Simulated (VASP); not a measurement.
# AlGaN2 (P-4m2) in VASP: a series of runs

The runs below take AlGaN2 through single point, with r2SCAN.

All numbers are computed with VASP 6.6.1; they aren't measurements. Logs are shortened: lines on timing, memory, paths and dates and some standing lists are left out, and cuts for length are marked.

### Step 1. The cell of the first run

Symmetry: P-4m2, No. 115, tetragonal system. The conventional cell has a = 3.201 Å, b = 3.201 Å, c = 4.369 Å, α = 90.00°, β = 90.00°, γ = 90.00°. Al (site symmetry -4m2) has 4 N at 1.91 Å within 2.5 Å. Within 2.6 Å of Ga (site symmetry -4m2) lie 4 N at 1.97 Å. N (site symmetry 2mm) has 2 Al at 1.91 Å and 2 Ga at 1.97 Å within 2.5 Å.

### Step 2. Single point, r2SCAN (biaxial strain in the a-b plane: +2.0 %)

File POSCAR:

```
AlGaN2
1.0
    3.2012969537      0.0000000000      0.0000000000
    0.0000000000      3.2012969537      0.0000000000
    0.0000000000      0.0000000000      4.3692884588
Al Ga N
1 1 2
Direct
    0.5000000000      0.5000000000      0.5000000000
    0.0000000000      0.0000000000      0.0000000000
    0.5000000000      0.0000000000      0.7390831718
    0.0000000000      0.5000000000      0.2609168282
```

File INCAR.step1:

```
PREC = Accurate ; ENCUT = 520
ISMEAR = 0 ; SIGMA = 0.02
LREAL = F ; LASPH = T
NELM = 60 ; NBANDS = 21
GGA = PE ; ALGO = Normal
EDIFF = 1E-4 ; LWAVE = T
LCHARG = F
```

File INCAR.step2:

```
PREC = Accurate ; ENCUT = 520
EDIFF = 1E-6 ; ISMEAR = 0
SIGMA = 0.02 ; LREAL = F
LASPH = T ; NELM = 60
ALGO = Normal ; ISIF = 2
LWAVE = F ; LCHARG = T
METAGGA = R2SCAN ; LMIXTAU = T
LELF = T ; LVHAR = T
NBANDS = 21 ; ISTART = 1
```

File KPOINTS:

```
regular mesh
0
Gamma
  8 8 6
```

Potentials or basis: VASP PAW PBE potentials, release 64 (Al, Ga_d, N).

Run with:

```
cat potpaw_PBE.64/Al/POTCAR potpaw_PBE.64/Ga_d/POTCAR potpaw_PBE.64/N/POTCAR > POTCAR
cp INCAR.step1 INCAR
mpirun -np 1 vasp_std > vasp.out
cp INCAR.step2 INCAR
mpirun -np 1 vasp_std > vasp.out
```

OUTCAR:

```text
PREC = Accurate
   ENCUT = 520
   EDIFF = 1E-6
   ISMEAR = 0
   LREAL = F
   LASPH = T
   NELM = 60
   ISIF = 2
   METAGGA = R2SCAN
   ISTART = 1

 ion  position               nearest neighbor table
   1  0.500  0.500  0.500-   3 1.91   4 1.91   3 1.91   4 1.91
   2  0.000  0.000  0.000-   3 1.97   4 1.97   4 1.97   3 1.97
   3  0.500  0.000  0.739-   1 1.91   1 1.91   2 1.97   2 1.97
   4  0.000  0.500  0.261-   1 1.91   1 1.91   2 1.97   2 1.97

  LATTYP: Found a simple tetragonal cell.
 ALAT       =     3.2012969537
 C/A-ratio  =     1.3648494726

  Lattice vectors:

 A1 = (   3.2012969537,   0.0000000000,   0.0000000000)
 A2 = (   0.0000000000,   3.2012969537,   0.0000000000)
 A3 = (   0.0000000000,   0.0000000000,   4.3692884588)

Analysis of symmetry for initial positions (statically):
=====================================================================
 Subroutine PRICEL returns:
 Original cell was already a primitive cell.

 Routine SETGRP: Setting up the symmetry group for a
 simple tetragonal supercell.

 Subroutine GETGRP returns: Found  8 space group operations
 (whereof  8 operations were pure point group operations)
 out of a pool of 16 trial point group operations.

The static configuration has the point symmetry D_2d.

Analysis of symmetry for dynamics (positions and initial velocities):
=====================================================================
 Subroutine PRICEL returns:
 Original cell was already a primitive cell.

 Routine SETGRP: Setting up the symmetry group for a
 simple tetragonal supercell.

 Subroutine GETGRP returns: Found  8 space group operations
 (whereof  8 operations were pure point group operations)
 out of a pool of 16 trial point group operations.

The dynamic configuration has the point symmetry D_2d.

 Subroutine INISYM returns: Found  8 space group operations
 (whereof  8 operations are pure point group operations),
 and found     1 'primitive' translations

----------------------------------------------------------------------------------------

                                     Primitive cell

  volume of cell :      44.7778

  direct lattice vectors                    reciprocal lattice vectors
     3.201296954  0.000000000  0.000000000     0.312373396  0.000000000  0.000000000
     0.000000000  3.201296954  0.000000000     0.000000000  0.312373396  0.000000000
     0.000000000  0.000000000  4.369288459     0.000000000  0.000000000  0.228870218

  length of vectors
     3.201296954  3.201296954  4.369288459     0.312373396  0.312373396  0.228870218

  position of ions in fractional coordinates (direct lattice)
     0.500000000  0.500000000  0.500000000
     0.000000000  0.000000000  0.000000000
     0.500000000  0.000000000  0.739083172
     0.000000000  0.500000000  0.260916828

  ion indices of the primitive-cell ions
   primitive index   ion index
                 1           1
                 2           2
                 3           3
                 4           4

----------------------------------------------------------------------------------------

 KPOINTS: regular mesh

Automatic generation of k-mesh.
 Grid dimensions read from file:
 generate k-points for:    8    8    6

 Generating k-lattice:

  Cartesian coordinates                     Fractional coordinates (reciprocal lattice)
     0.039046674  0.000000000  0.000000000     0.125000000  0.000000000  0.000000000
     0.000000000  0.039046674  0.000000000     0.000000000  0.125000000  0.000000000
     0.000000000  0.000000000  0.038145036     0.000000000  0.000000000  0.166666667

  Length of vectors
     0.039046674  0.039046674  0.038145036

  Shift w.r.t. Gamma in fractional coordinates (k-lattice)
     0.000000000  0.000000000  0.000000000

 Subroutine IBZKPT returns following result:
 ===========================================

 Found     60 irreducible k-points:

 Following reciprocal coordinates:
            Coordinates               Weight
  0.000000  0.000000  0.000000      1.000000
  0.125000  0.000000  0.000000      4.000000
  0.250000  0.000000  0.000000      4.000000
  0.375000  0.000000  0.000000      4.000000
  0.500000  0.000000  0.000000      2.000000
  0.125000  0.125000  0.000000      4.000000
[... 16 lines left out ...]
  0.375000  0.125000  0.166667     16.000000
  0.500000  0.125000  0.166667      8.000000
 [... further k-points ...]
   k-points           NKPTS =     60   k-points in BZ     NKDIM =     60   number of bands    NBANDS=     21
   number of dos      NEDOS =    301   number of ions     NIONS =      4
   total plane-waves  NPLWV =  18432
   dimension x,y,z NGX =    24 NGY =   24 NGZ =   32
   dimension x,y,z NGXF=    48 NGYF=   48 NGZF=   64
   ions per type =               1   1   2
   NGX,Y,Z   is equivalent  to a cutoff of  12.46, 12.46, 12.18 a.u.
   NGXF,Y,Z  is equivalent  to a cutoff of  24.93, 24.93, 24.35 a.u.
 SYSTEM =  unknown system
   PREC   = accura    normal or accurate (medium, high low for compatibility)
   ISTART =      1    job   : 0-new  1-cont  2-samecut
   ICHARG =      0    charge: 1-file 2-atom 10-const
   ISPIN  =      1    spin polarized calculation?
   LNONCOLLINEAR =      F non collinear calculations
   LSORBIT =      F    spin-orbit coupling
   LASPH  =      T    aspherical Exc in radial PAW
   ENCUT  =  520.0 eV  38.22 Ry    6.18 a.u.   5.95  5.95  8.12*2*pi/ulx,y,z
   NELM   =     60;   NELMIN=  2; NELMDL=  0     # of ELM steps
   EDIFF  = 0.1E-05   stopping-criterion for ELM
   LREAL  =      F    real-space projection
   EDIFFG = 0.1E-04   stopping-criterion for IOM
   NSW    =      0    number of steps for IOM
   IBRION =     -1    ionic relax: 0-MD 1-quasi-New 2-CG
   NFREE  =      0    steps in history (QN), initial steepest desc. (CG)
   ISIF   =      2    stress and relaxation
   ISYM   =      2    0-nonsym 1-usesym 2-fastsym
   POTIM  = 0.5000    time-step for ionic-motion
   TEBEG  =    0.0;   TEEND  =   0.0 temperature during run
   PSTRESS=    0.0 pullay stress
   NELECT =      26.0000    total number of electrons
   NUPDOWN=      -1.0000    fix difference up-down
   EMIN   =  10.00;   EMAX   =-10.00  energy-range for DOS
   EFERMI =   0.00;   METHOD = LEGACY
   ISMEAR =     0;   SIGMA  =   0.02  broadening in eV -4-tet -1-fermi 0-gaus
   EFERMI_NEDOS =   21; number of points for ismear=-14 and -15
   IALGO  =     38    algorithm
   IMIX   =      4    mixing-type and parameters
     AMIX     =   0.40;   BMIX     =  1.00
     AMIX_MAG =   1.60;   BMIX_MAG =  1.00
  volume/ion in A,a.u.               =      11.19        75.54
  Fermi-wavevector in a.u.,A,eV,Ry     =   1.365773  2.580936 25.379421  1.865335
  Thomas-Fermi vector in A             =   2.491972
   LORBIT       =      0    0 simple, 1 ext, 2 COOP (PROOUT), +10 PAW based schemes
   METAGGA = R2SCAN    functional components
   LHFCALC =     F    Hartree Fock is set to
   AEXX    =    0.0000 exact exchange contribution
   IVDW    =     0    specifies the selected vdW correction
   LEPSILON=     F    determine dielectric tensor
   LRPA    =     F    only Hartree local field effects (RPA)
 non-spin polarized calculation
 Gauss-broadening in eV      SIGMA  =   0.02
  energy-cutoff  :      520.00
  volume of cell :       44.78
 maximum number of plane-waves:      1240
 NGX is ok and might be reduce to    24
   NGX = 11   NGY = 11   NGZ = 17

 number of electron      25.9999998 magnetization

 Free energy of the ion-electron system (eV)
  ---------------------------------------------------
  ext. energy  EPLUGINS =         0.00000000
  ---------------------------------------------------
  free energy    TOTEN  =       -41.04356659 eV

  energy without entropy =      -41.04356659  energy(sigma->0) =      -41.04356659

 E-fermi :   5.2255     XC(G=0): -11.9343

 val. band max:        5.0860812254   @ k =   0.0000   0.0000   0.0000
 cond. band min:       8.2884230015   @ k =   0.0000   0.0000   0.0000
 fundamental gap:      3.2023417761
 Fermi energy:         5.2254506813

 k-point     1 :       0.0000    0.0000    0.0000
  band No.  band energies     occupation
      1     -10.9743      2.00000
      2      -9.4729      2.00000
      3      -8.2158      2.00000
      4      -8.2158      2.00000
      5      -8.1456      2.00000
      6      -7.9945      2.00000
[... 13 lines left out ...]
     20      18.9811      0.00000
     21      20.6994      0.00000

 k-point     2 :       0.1250    0.0000    0.0000
  band No.  band energies     occupation
      1     -10.8488      2.00000
      2      -9.4760      2.00000
      3      -8.2146      2.00000
      4      -8.2135      2.00000
      5      -8.1280      2.00000
      6      -8.0045      2.00000
[... 13 lines left out ...]
     20      18.7744      0.00000
     21      20.2054      0.00000

 k-point     3 :       0.2500    0.0000    0.0000
  band No.  band energies     occupation
      1     -10.5120      2.00000
      2      -9.4980      2.00000
      3      -8.2078      2.00000
      4      -8.1862      2.00000
      5      -8.0637      2.00000
      6      -8.0286      2.00000
[... 13 lines left out ...]
     20      18.1800      0.00000
     21      19.1170      0.00000

 k-point     4 :       0.3750    0.0000    0.0000
  band No.  band energies     occupation
      1     -10.0922      2.00000
      2      -9.5689      2.00000
      3      -8.2019      2.00000
      4      -8.1407      2.00000
      5      -8.0526      2.00000
      6      -7.8816      2.00000
[... 13 lines left out ...]
     20      17.5227      0.00000
     21      18.1541      0.00000

 k-point     5 :       0.5000    0.0000    0.0000
  band No.  band energies     occupation
      1      -9.8107      2.00000
      2      -9.6939      2.00000
      3      -8.1994      2.00000
      4      -8.1229      2.00000
      5      -8.0625      2.00000
      6      -7.6176      2.00000
[... 13 lines left out ...]
     20      17.5431      0.00000
     21      17.6081      0.00000
[... 382 lines left out ...]
     20      17.7531      0.00000
     21      19.3819      0.00000

 k-point    22 :       0.2500    0.1250    0.1667
  band No.  band energies     occupation
      1     -10.3281      2.00000
      2      -9.5142      2.00000
      3      -8.2207      2.00000
      4      -8.1372      2.00000
      5      -8.0583      2.00000
      6      -8.0187      2.00000
[... 13 lines left out ...]
     20      17.9952      0.00000
     21      18.6935      0.00000

 k-point    23 :       0.3750    0.1250    0.1667
  band No.  band energies     occupation
      1      -9.9781      2.00000
      2      -9.5565      2.00000
      3      -8.2059      2.00000
      4      -8.1029      2.00000
      5      -8.0707      2.00000
      6      -7.8084      2.00000
[... 13 lines left out ...]
     20      17.9553      0.00000
     21      18.1827      0.00000

 k-point    24 :       0.5000    0.1250    0.1667
  band No.  band energies     occupation
      1      -9.7704      2.00000
      2      -9.6335      2.00000
      3      -8.2003      2.00000
      4      -8.0904      2.00000
      5      -8.0813      2.00000
      6      -7.5436      2.00000
[... 13 lines left out ...]
     20      17.8587      0.00000
     21      17.9748      0.00000

 [... further k-points ...]
[... 5 lines left out ...]
  --------------------------------------------------------------------------------------
  -------------------------------------------------------------------------------------
  Total       -1.8363040     -1.8363040     -0.6304818      0.0000000      0.0000000      0.0000000
  in kB      -65.7041083    -65.7041083    -22.5590350      0.0000000      0.0000000      0.0000000
  external PRESSURE =     -51.3224172 kB  Pullay stress =       0.0000000 kB

 VOLUME and BASIS-vectors are now :
 -----------------------------------------------------------------------------
  energy-cutoff  :      520.00
  volume of cell :       44.78
      direct lattice vectors                 reciprocal lattice vectors
     3.201296954  0.000000000  0.000000000     0.312373396  0.000000000  0.000000000
     0.000000000  3.201296954  0.000000000     0.000000000  0.312373396  0.000000000
     0.000000000  0.000000000  4.369288459     0.000000000  0.000000000  0.228870218

 POSITION                                       TOTAL-FORCE (eV/Angst)
 -----------------------------------------------------------------------------------
      1.60065      1.60065      2.18464         0.000000     -0.000000      0.000000
      0.00000      0.00000      0.00000         0.000000      0.000000      0.000000
      1.60065      0.00000      3.22927         0.000000      0.000000     -0.131485
      0.00000      1.60065      1.14002        -0.000000      0.000000      0.131485
 -----------------------------------------------------------------------------------
    total drift:                                0.000000      0.000000      0.000000

  FREE ENERGIE OF THE ION-ELECTRON SYSTEM (eV)
  ---------------------------------------------------
  free  energy   TOTEN  =       -41.0435665941 eV

  energy  without entropy=      -41.0435665941  energy(sigma->0) =      -41.04356659
```

Run time: 2.9 min. Hardware: 1 thread of Intel Xeon Platinum 8259CL at 2.50GHz (Skylake/Cascade Lake), shared host; peak memory 0.2 GiB.

What came out:

| Property | Result |
| --- | --- |
| Free energy | -41.0436 eV |
| Pressure | -5.1 GPa |
| Largest force | 0.131 eV/Å |
| Band gap on the k mesh | 3.20 eV |

Forces on the atoms (eV/Å):
```
Al   0.000  0.000  0.000
Ga   0.000  0.000  0.000
N    0.000  0.000 -0.131
N    0.000  0.000  0.131
```

Levels at points of the mesh, in eV from the valence-band top:
| k point | band 11 | band 12 | band 13 | band 14 | band 15 | band 16 |
| --- | --- | --- | --- | --- | --- | --- |
| (0.00, 0.00, 0.00) | -0.07 | 0.00 | 0.00 | 3.20 | 3.99 | 7.89 |
| (0.50, 0.00, 0.00) | -2.65 | -1.10 | -0.75 | 7.51 | 7.71 | 8.44 |
| (0.50, 0.50, 0.00) | -2.13 | -2.13 | -2.10 | 3.93 | 3.93 | 7.09 |
| (0.00, 0.00, 0.50) | -1.64 | -1.04 | -1.04 | 5.79 | 5.97 | 8.43 |
| (0.50, 0.00, 0.50) | -0.75 | -0.62 | -0.41 | 5.63 | 7.10 | 9.89 |
| (0.50, 0.50, 0.50) | -3.23 | -3.11 | -3.11 | 6.95 | 6.95 | 9.42 |

Caveat: the cell differs from its parent crystal (biaxial strain in the a-b plane: +2.0 %); the cell stands under tension; the PAW data sets were made with another functional, which shifts forces and pressure a little.

### Step 3. Single point, r2SCAN (biaxial strain in the a-b plane: +4.0 %, then relaxed in part)

File POSCAR:

```
AlGaN2
1.0
    3.2640674822      0.0000000000      0.0000000000
    0.0000000000      3.2640674822      0.0000000000
    0.0000000000      0.0000000000      4.2179419724
Al Ga N
1 1 2
Direct
    0.5000000000      0.5000000000      0.5000000000
    0.0000000000      0.0000000000      0.0000000000
    0.5000000000      0.0000000000      0.7376778971
    0.0000000000      0.5000000000      0.2623221029
```

File INCAR.step1:

```
SYSTEM = AlGaN2
PREC = Accurate ; ENCUT = 520
ISMEAR = 0 ; SIGMA = 0.02
LREAL = .FALSE. ; LASPH = .TRUE.
NELM = 100 ; NBANDS = 21
GGA = PE ; ALGO = Normal
EDIFF = 1E-4 ; LWAVE = .TRUE.
LCHARG = .FALSE.
```

File INCAR.step2:

```
SYSTEM = AlGaN2
PREC = Accurate ; ENCUT = 520
EDIFF = 1E-6 ; ISMEAR = 0
SIGMA = 0.02 ; LREAL = .FALSE.
LASPH = .TRUE. ; NELM = 100
ALGO = Normal ; ISIF = 2
LWAVE = .FALSE. ; LCHARG = .TRUE.
METAGGA = R2SCAN ; LMIXTAU = .TRUE.
LELF = .TRUE. ; LVHAR = .TRUE.
NBANDS = 21 ; ISTART = 1
```

File KPOINTS:

```
regular mesh
0
G
  8 8 6
  0 0 0
```

Potentials or basis: VASP PAW PBE potentials, release 64 (Al, Ga_d, N).

Run with:

```
cat potpaw_PBE.64/Al/POTCAR potpaw_PBE.64/Ga_d/POTCAR potpaw_PBE.64/N/POTCAR > POTCAR
cp INCAR.step1 INCAR
mpirun -np 1 vasp_std > vasp.out
cp INCAR.step2 INCAR
mpirun -np 1 vasp_std > vasp.out
```

It took 3.1 min on 1 thread of Intel Xeon Platinum 8259CL at 2.50GHz (Skylake/Cascade Lake), shared host; peak memory 0.19 GiB.

It converged, with:

| Item | Value |
| --- | --- |
| Free energy | -40.9667 eV |
| Pressure | -6.3 GPa |
| Largest force | 0.077 eV/Å |
| Band gap on the k mesh | 3.10 eV |

Forces on the atoms (eV/Å):
```
Al   0.000  0.000  0.000
Ga   0.000  0.000  0.000
N    0.000  0.000 -0.077
N    0.000  0.000  0.077
```

Stress tensor (GPa, compression positive):
```
-9.52  0.00  0.00
 0.00 -9.52  0.00
 0.00  0.00  0.23
```

Levels at points of the mesh, in eV from the valence-band top:
| k point | band 10 | band 11 | band 12 | band 13 | band 14 | band 15 | band 16 | band 17 |
| --- | --- | --- | --- | --- | --- | --- | --- | --- |
| (0.00, 0.00, 0.00) | -2.75 | -0.09 | -0.09 | 0.00 | 3.10 | 3.85 | 7.23 | 11.88 |
| (0.50, 0.00, 0.00) | -2.55 | -2.43 | -1.35 | -1.01 | 7.25 | 7.52 | 8.08 | 8.43 |
| (0.50, 0.50, 0.00) | -2.04 | -2.00 | -2.00 | -1.93 | 4.02 | 4.02 | 7.34 | 9.72 |
| (0.00, 0.00, 0.50) | -1.84 | -1.84 | -1.24 | -1.24 | 5.86 | 6.11 | 8.09 | 9.23 |
| (0.50, 0.00, 0.50) | -1.31 | -0.84 | -0.64 | -0.23 | 5.41 | 6.83 | 9.85 | 10.10 |
| (0.50, 0.50, 0.50) | -3.91 | -3.27 | -3.16 | -3.16 | 7.29 | 7.29 | 9.32 | 11.11 |

Caveat: the cell differs from its parent crystal (biaxial strain in the a-b plane: +4.0 %, then relaxed in part); the cell stands under tension; the PAW data sets were made with another functional, which shifts forces and pressure a little.
